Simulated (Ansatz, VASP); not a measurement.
C in VASP and in Ansatz

```
C
1.0
     2.51800    0.00000    0.00000
    -1.25900    2.18065    0.00000
     0.00000    0.00000   26.00242
C
2
Direct
  0.66667 0.33333 0.50825
  0.33333 0.66667 0.49175
```

Alike in both runs: task single point; functional PBE; dispersion D3(BJ); k mesh 21 × 21 × 1; occupations gaussian, width 0.1 eV; no spin polarisation.

```csv
,VASP,Ansatz
version,VASP 6.6.1,Ansatz 0.2.0
potentials or method,"VASP PAW PBE potentials, release 64 (C), cutoff 520 eV","scalar-relativistic, plane waves, PAW"
valence electrons in the cell,8,8
```

```tsv
	VASP	Ansatz	Ansatz less VASP
gap on the k mesh at the Fermi level (eV)	none	none	-
rms of the force components (eV/Å)	4.160	4.176	+0.0161
```

Atom by atom the forces differ by 0.016 eV/Å (rms over components). A gap of «none» marks a metal or a gap that the smearing closes.
